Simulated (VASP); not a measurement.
Here is a VASP 6.6.1 calculation.

File INCAR:

```
PREC = Accurate
ENCUT = 520
EDIFF = 1E-6
ISMEAR = 0
SIGMA = 0.1
LREAL = F
LASPH = T
NELM = 80
ALGO = Normal
ISIF = 2
LWAVE = F
LCHARG = F
LDIPOL = T
IDIPOL = 3
DIPOL = 0.5 0.5 0.284
GGA = PE
NBANDS = 104
```

Contents of KPOINTS:

```
regular mesh
0
Gamma
  5 5 1
```

The input POSCAR:

```
HRh6
1.0
    5.4163401145      0.0000000000      0.0000000000
    0.0000000000      5.4163401145      0.0000000000
    0.0000000000      0.0000000000     21.6737367085
Rh H
12 2
Direct
    0.2500000000      0.2500000000      0.1845551625
    0.2500000000      0.7500000000      0.1845551625
    0.7500000000      0.2500000000      0.1845551625
    0.7500000000      0.7500000000      0.1845551625
    0.0000000000      0.0000000000      0.2693761947
    0.0000000000      0.5000000000      0.2693761947
    0.5000000000      0.0000000000      0.2693761947
    0.5000000000      0.5000000000      0.2693761947
    0.2500000000      0.2500000000      0.3540569313
    0.2500000000      0.7500000000      0.3540569313
    0.7500000000      0.2500000000      0.3540569313
    0.7500000000      0.7500000000      0.3540569313
    0.4399963826      0.5000000000      0.3748193871
    0.5600036174      0.5000000000      0.3748193871
```

Potentials or basis: VASP PAW PBE potentials, release 64 (Rh_pv, H).

Command:

```console
$ cat potpaw_PBE.64/Rh_pv/POTCAR potpaw_PBE.64/H/POTCAR > POTCAR
$ mpirun -np 1 vasp_std > vasp.out
```

(1) What does it give for the band gap on the k mesh?

(2) What does it give for the largest force?

Answers

(1) zero (band 91 reaches -0.23 eV, above the bottom of band 92 at -0.84 eV).

(2) 9.401 eV/Å.
